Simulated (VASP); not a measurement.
Here is a VASP 6.6.1 calculation.

The input INCAR:

```
SYSTEM = Mg2Si3N
PREC = Accurate
ENCUT = 520
EDIFF = 1E-6
ISMEAR = 0
SIGMA = 0.1
LREAL = .False.
LASPH = .True.
NELM = 80
ALGO = Normal
ISIF = 2
LWAVE = .False.
LCHARG = .False.
GGA = PE
NBANDS = 20
```

The input KPOINTS:

```
regular mesh
0
Gamma
  12 12 4
  0 0 0
```

POSCAR

```
Mg2Si3N
1.0
    3.2482295666      0.0000000000      0.0000000000
   -1.6241147833      2.8130493220      0.0000000000
    0.0000000000      0.0000000000     10.3196342066
Mg Si N
2 3 1
Direct
    0.6666666667      0.3333333333      0.8993864048
    0.3333333333      0.6666666667      0.1006135952
    0.3333333333      0.6666666667      0.6610249760
    0.0000000000      0.0000000000      0.5000000000
    0.6666666667      0.3333333333      0.3389750240
    0.0000000000      0.0000000000      0.0000000000
```

Potentials or basis: VASP PAW PBE potentials, release 64 (Mg, Si, N).

The run is started by

```sh
$ cat potpaw_PBE.64/Mg/POTCAR potpaw_PBE.64/Si/POTCAR potpaw_PBE.64/N/POTCAR > POTCAR
$ mpirun -np 1 vasp_std > vasp.out
```

Task: What does it give for the band gap on the k mesh?

Result: Zero (an odd number of electrons rules out a gap without spin polarisation).

Task: Estimate the pressure.

Result: -2.3 GPa.

Task: Estimate the largest force.

Result: 0.036 eV/Å.

Forces in eV/Å, atoms in the order of the input:
```
Mg   0.000  0.000  0.036
Mg   0.000  0.000 -0.036
Si   0.000  0.000  0.001
Si   0.000  0.000  0.000
Si   0.000  0.000 -0.001
N    0.000  0.000  0.000
```
